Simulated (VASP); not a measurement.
# Zn3H2S3 in VASP: single point with PBEsol

Aim: the single point of Zn3H2S3 with PBEsol.

Everything below comes from runs of VASP 6.6.1. Logs are shortened: lines on timing, memory, paths and dates and some standing lists are left out, and cuts for length are marked.

**1. The cell of the first run**

The cell holds a slab with vacuum, 8 atoms: a = 3.788 Å, b = 3.788 Å, c = 25.958 Å, α = 90.00°, β = 90.00°, γ = 120.00°.

**2. Single point, PBEsol**

Contents of INCAR:

```
ALGO = Fast ; DIPOL = 0.5 0.5 0.515
EDIFF = 1E-6 ; ENCUT = 520
GGA = PS ; IDIPOL = 3
ISIF = 2 ; ISMEAR = 0
LASPH = T ; LCHARG = T
LDIPOL = T ; LELF = T
LREAL = F ; LVACPOTAV = T
LVHAR = T ; LWAVE = F
NBANDS = 38 ; NELM = 60
PREC = Accurate ; SIGMA = 0.05
```

Contents of KPOINTS:

```
k-points
0
Gamma
  9 9 1
```

Contents of POSCAR:

```
Zn3H2S3
1.0
    3.7876303070      0.0000000000      0.0000000000
   -1.8938151535      3.2801840660      0.0000000000
    0.0000000000      0.0000000000     25.9583211899
S Zn H
3 3 2
Direct
    0.0000000000      0.0000000000      0.3274479862
    0.3333333333      0.6666666667      0.4465846274
    0.6672343534      0.3314631136      0.5725752879
    0.3333333333      0.6666666667      0.3572321466
    0.6666880330      0.3332250700      0.4698768987
    0.0005868824     -0.0018168459      0.5557986504
    0.9613257440      0.8972081618      0.7050741270
    0.8794864734      0.7215764982      0.6860045134
```

Potentials or basis: VASP PAW PBE potentials, release 64 (S, Zn, H).

On the command line:

```
> cat potpaw_PBE.64/S/POTCAR potpaw_PBE.64/Zn/POTCAR potpaw_PBE.64/H/POTCAR > POTCAR
> mpirun -np 1 vasp_std > vasp.out
```

OUTCAR:

```text
EDIFF = 1E-6
   ENCUT = 520
   GGA = PS
   ISIF = 2
   ISMEAR = 0
   LASPH = T
   LREAL = F
   NELM = 60
   PREC = Accurate

 ion  position               nearest neighbor table
   1  0.000  0.000  0.327-   4 2.32   4 2.32   4 2.32
   2  0.333  0.667  0.447-   5 2.27   5 2.27   5 2.27   4 2.32
   3  0.667  0.331  0.573-   6 2.23   6 2.23   6 2.23   5 2.67
   4  0.333  0.667  0.357-   2 2.32   1 2.32   1 2.32   1 2.32
   5  0.667  0.333  0.470-   2 2.27   2 2.27   2 2.27   3 2.67
   6  0.001  0.998  0.556-   3 2.23   3 2.23   3 2.23
   7  0.961  0.897  0.705-   8 0.76
   8  0.879  0.722  0.686-   7 0.76

  LATTYP: Found a hexagonal cell.
 ALAT       =     3.7876303070
 C/A-ratio  =     6.8534463730

  Lattice vectors:

 A1 = (   3.7876303070,   0.0000000000,   0.0000000000)
 A2 = (  -1.8938151535,   3.2801840660,   0.0000000000)
 A3 = (   0.0000000000,   0.0000000000,  25.9583211899)

Analysis of symmetry for initial positions (statically):
=====================================================================
 Subroutine PRICEL returns:
 Original cell was already a primitive cell.

 Routine SETGRP: Setting up the symmetry group for a
 hexagonal supercell.

 Subroutine GETGRP returns: Found  1 space group operations
 (whereof  1 operations were pure point group operations)
 out of a pool of 24 trial point group operations.

The static configuration has the point symmetry C_1 .

Analysis of symmetry for dynamics (positions and initial velocities):
=====================================================================
 Subroutine PRICEL returns:
 Original cell was already a primitive cell.

 Routine SETGRP: Setting up the symmetry group for a
 hexagonal supercell.

 Subroutine GETGRP returns: Found  1 space group operations
 (whereof  1 operations were pure point group operations)
 out of a pool of 24 trial point group operations.

The dynamic configuration has the point symmetry C_1 .

 Subroutine INISYM returns: Found  1 space group operations
 (whereof  1 operations are pure point group operations),
 and found     1 'primitive' translations

----------------------------------------------------------------------------------------

                                     Primitive cell

  volume of cell :     322.5094

  direct lattice vectors                    reciprocal lattice vectors
     3.787630307  0.000000000  0.000000000     0.264017319  0.152430470  0.000000000
    -1.893815154  3.280184066  0.000000000     0.000000000  0.304860941  0.000000000
     0.000000000  0.000000000 25.958321190     0.000000000  0.000000000  0.038523292

  length of vectors
     3.787630307  3.787630307 25.958321190     0.304860941  0.304860941  0.038523292

  position of ions in fractional coordinates (direct lattice)
     0.000000000  0.000000000  0.327447986
     0.333333333  0.666666667  0.446584627
     0.667234353  0.331463114  0.572575288
     0.333333333  0.666666667  0.357232147
     0.666688033  0.333225070  0.469876899
     0.000586882  0.998183154  0.555798650
     0.961325744  0.897208162  0.705074127
     0.879486473  0.721576498  0.686004513

  ion indices of the primitive-cell ions
   primitive index   ion index
                 1           1
                 2           2
                 3           3
                 4           4
                 5           5
                 6           6
                 7           7
                 8           8

----------------------------------------------------------------------------------------

 KPOINTS: k-points

Automatic generation of k-mesh.
 Grid dimensions read from file:
 generate k-points for:    9    9    1

 Generating k-lattice:

  Cartesian coordinates                     Fractional coordinates (reciprocal lattice)
     0.029335258  0.016936719  0.000000000     0.111111111  0.000000000  0.000000000
     0.000000000  0.033873438  0.000000000     0.000000000  0.111111111  0.000000000
     0.000000000  0.000000000  0.038523292     0.000000000  0.000000000  1.000000000

  Length of vectors
     0.033873438  0.033873438  0.038523292

  Shift w.r.t. Gamma in fractional coordinates (k-lattice)
     0.000000000  0.000000000  0.000000000

 Subroutine IBZKPT returns following result:
 ===========================================

 Found     41 irreducible k-points:

 Following reciprocal coordinates:
            Coordinates               Weight
  0.000000  0.000000  0.000000      1.000000
  0.111111 -0.000000  0.000000      2.000000
  0.000000  0.111111  0.000000      2.000000
 -0.111111  0.111111  0.000000      2.000000
  0.222222 -0.000000  0.000000      2.000000
  0.000000  0.222222  0.000000      2.000000
[... 16 lines left out ...]
  0.333333  0.111111  0.000000      2.000000
 -0.111111  0.444444  0.000000      2.000000
 [... further k-points ...]
   k-points           NKPTS =     41   k-points in BZ     NKDIM =     41   number of bands    NBANDS=     38
   number of dos      NEDOS =    301   number of ions     NIONS =      8
   total plane-waves  NPLWV = 153664
   dimension x,y,z NGX =    28 NGY =   28 NGZ =  196
   dimension x,y,z NGXF=    56 NGYF=   56 NGZF=  392
   ions per type =               3   3   2
   NGX,Y,Z   is equivalent  to a cutoff of  12.29, 12.29, 12.55 a.u.
   NGXF,Y,Z  is equivalent  to a cutoff of  24.58, 24.58, 25.11 a.u.
 SYSTEM =  unknown system
   PREC   = accura    normal or accurate (medium, high low for compatibility)
   ISTART =      0    job   : 0-new  1-cont  2-samecut
   ICHARG =      2    charge: 1-file 2-atom 10-const
   ISPIN  =      1    spin polarized calculation?
   LNONCOLLINEAR =      F non collinear calculations
   LSORBIT =      F    spin-orbit coupling
   LASPH  =      T    aspherical Exc in radial PAW
   ENCUT  =  520.0 eV  38.22 Ry    6.18 a.u.   7.04  7.04 48.27*2*pi/ulx,y,z
   NELM   =     60;   NELMIN=  2; NELMDL= -5     # of ELM steps
   EDIFF  = 0.1E-05   stopping-criterion for ELM
   LREAL  =      F    real-space projection
   EDIFFG = 0.1E-04   stopping-criterion for IOM
   NSW    =      0    number of steps for IOM
   IBRION =     -1    ionic relax: 0-MD 1-quasi-New 2-CG
   NFREE  =      0    steps in history (QN), initial steepest desc. (CG)
   ISIF   =      2    stress and relaxation
   ISYM   =      2    0-nonsym 1-usesym 2-fastsym
   POTIM  = 0.5000    time-step for ionic-motion
   TEBEG  =    0.0;   TEEND  =   0.0 temperature during run
   PSTRESS=    0.0 pullay stress
   NELECT =      56.0000    total number of electrons
   NUPDOWN=      -1.0000    fix difference up-down
   EMIN   =  10.00;   EMAX   =-10.00  energy-range for DOS
   EFERMI =   0.00;   METHOD = LEGACY
   ISMEAR =     0;   SIGMA  =   0.05  broadening in eV -4-tet -1-fermi 0-gaus
   EFERMI_NEDOS =   21; number of points for ismear=-14 and -15
   IALGO  =     68    algorithm
   IMIX   =      4    mixing-type and parameters
     AMIX     =   0.40;   BMIX     =  1.00
     AMIX_MAG =   1.60;   BMIX_MAG =  1.00
  volume/ion in A,a.u.               =      40.31       272.05
  Fermi-wavevector in a.u.,A,eV,Ry     =   0.913321  1.725926 11.349368  0.834155
  Thomas-Fermi vector in A             =   2.037819
   LORBIT       =      0    0 simple, 1 ext, 2 COOP (PROOUT), +10 PAW based schemes
   GGA     = PS    functional components
   LHFCALC =     F    Hartree Fock is set to
   AEXX    =    0.0000 exact exchange contribution
   IVDW    =     0    specifies the selected vdW correction
   LEPSILON=     F    determine dielectric tensor
   LRPA    =     F    only Hartree local field effects (RPA)
 non-spin polarized calculation
 RMM-DIIS sequential band-by-band and
 Gauss-broadening in eV      SIGMA  =   0.05
  energy-cutoff  :      520.00
  volume of cell :      322.51
 maximum number of plane-waves:      8725
   NGX = 15   NGY = 15   NGZ = 97

 number of electron      56.0000014 magnetization

 dipolmoment           0.000000      0.000000     -0.250917 electrons x Angstroem

 Free energy of the ion-electron system (eV)
  ---------------------------------------------------
  ext. energy  EPLUGINS =         0.00000000
  ---------------------------------------------------
  free energy    TOTEN  =       -27.49032627 eV

  energy without entropy =      -27.48702081  energy(sigma->0) =      -27.48867354

 E-fermi :  -1.5290     XC(G=0):  -4.3773

 val. band max:       -1.5612485580   @ k =  -0.1111   0.1111   0.0000
 cond. band min:      -1.5183048413   @ k =  -0.4444   0.4444   0.0000
 fundamental gap:      0.0429437167
 Fermi energy:        -1.5289741747

 k-point     1 :       0.0000    0.0000    0.0000
  band No.  band energies     occupation
      1     -17.4555      2.00000
      2     -16.6010      2.00000
      3     -13.5666      2.00000
      4     -11.1812      2.00000
      5     -11.1811      2.00000
      6     -10.5837      2.00000
[... 30 lines left out ...]
     37       2.9501      0.00000
     38       4.9631      0.00000

 k-point     2 :       0.1111   -0.0000    0.0000
  band No.  band energies     occupation
      1     -17.3710      2.00000
      2     -16.5304      2.00000
      3     -13.4918      2.00000
      4     -11.1863      2.00000
      5     -11.1452      2.00000
      6     -10.6214      2.00000
[... 30 lines left out ...]
     37       2.9986      0.00000
     38       5.1748      0.00000

 k-point     3 :       0.0000    0.1111    0.0000
  band No.  band energies     occupation
      1     -17.3710      2.00000
      2     -16.5304      2.00000
      3     -13.4918      2.00000
      4     -11.1864      2.00000
      5     -11.1451      2.00000
      6     -10.6216      2.00000
[... 30 lines left out ...]
     37       3.0172      0.00000
[... 781 lines left out ...]
 k-point    23 :       0.3333    0.1111    0.0000
  band No.  band energies     occupation
      1     -16.7018      2.00000
      2     -15.9892      2.00000
      3     -12.9158      2.00000
      4     -11.0356      2.00000
      5     -10.8672      2.00000
      6     -10.7472      2.00000
[... 30 lines left out ...]
     37       4.1582      0.00000
     38       6.8195      0.00000

 k-point    24 :      -0.1111    0.4444    0.0000
  band No.  band energies     occupation
      1     -16.7016      2.00000
      2     -15.9891      2.00000
      3     -12.9158      2.00000
      4     -11.0366      2.00000
      5     -10.8672      2.00000
      6     -10.7471      2.00000
[... 30 lines left out ...]
     37       4.0526      0.00000
     38       6.6564      0.00000

 [... further k-points ...]
[... 5 lines left out ...]
  --------------------------------------------------------------------------------------
  -------------------------------------------------------------------------------------
  Total        0.7463512      0.7765861      1.2892857      0.0112398      0.0031231     -0.0055240
  in kB        3.7077581      3.8579608      6.4049738      0.0558374      0.0155149     -0.0274425
  external PRESSURE =       4.6568976 kB  Pullay stress =       0.0000000 kB

 VOLUME and BASIS-vectors are now :
 -----------------------------------------------------------------------------
  energy-cutoff  :      520.00
  volume of cell :      322.51
      direct lattice vectors                 reciprocal lattice vectors
     3.787630307  0.000000000  0.000000000     0.264017319  0.152430470  0.000000000
    -1.893815154  3.280184066  0.000000000     0.000000000  0.304860941  0.000000000
     0.000000000  0.000000000 25.958321190     0.000000000  0.000000000  0.038523292

 POSITION                                       TOTAL-FORCE (eV/Angst)
 -----------------------------------------------------------------------------------
      0.00000      0.00000      8.50000         0.000447     -0.000577      0.727241
     -0.00000      2.18679     11.59259         0.001904     -0.001960      0.774005
      1.89951      1.08726     14.86309        -0.000223     -0.000643      0.024421
     -0.00000      2.18679      9.27315         0.000157     -0.000036     -1.520214
      1.89410      1.09304     12.19722        -0.001177      0.001320      0.008538
     -1.88815      3.27422     14.42760        -0.000811      0.001608     -0.015473
      1.94200      2.94301     18.30254         0.000830      0.001552      0.001575
      1.96464      2.36690     17.80753        -0.001128     -0.001264     -0.000093
 -----------------------------------------------------------------------------------
    total drift:                               -0.000910      0.001048     -0.001940

  FREE ENERGIE OF THE ION-ELECTRON SYSTEM (eV)
  ---------------------------------------------------
  free  energy   TOTEN  =       -27.4903262651 eV

  energy  without entropy=      -27.4870208114  energy(sigma->0) =      -27.48867354

 vacuum level on the upper side and lower side of the slab         1.578         5.232
```

It took 30 min on 1 thread of Oxide Virtual Turin-like, shared host; peak memory 0.64 GiB.

What came out:

```yaml
Free_energy: -27.4903 eV
Largest_force: 1.520 eV/Å
Band_gap_on_the_k_mesh: zero (bands 28 and 29 overlap by 0.13 eV)
```

Forces on the atoms (eV/Å):
```
S    0.000 -0.001  0.727
S    0.002 -0.002  0.774
S    0.000 -0.001  0.024
Zn   0.000  0.000 -1.520
Zn  -0.001  0.001  0.009
Zn  -0.001  0.002 -0.015
H    0.001  0.002  0.002
H   -0.001 -0.001  0.000
```

Levels at points of the mesh, in eV from the Fermi level:
```tsv
k point	band 24	band 25	band 26	band 27	band 28	band 29	band 30	band 31	band 32	band 33
(0.00, 0.00, 0.00)	-2.61	-2.61	-1.30	-0.16	0.14	0.14	0.79	2.74	2.99	3.56
```

Caveat: the PAW data sets were made with another functional, which shifts forces and pressure a little.

The gap in the log of VASP goes by the Fermi energy; the results here count the filled bands.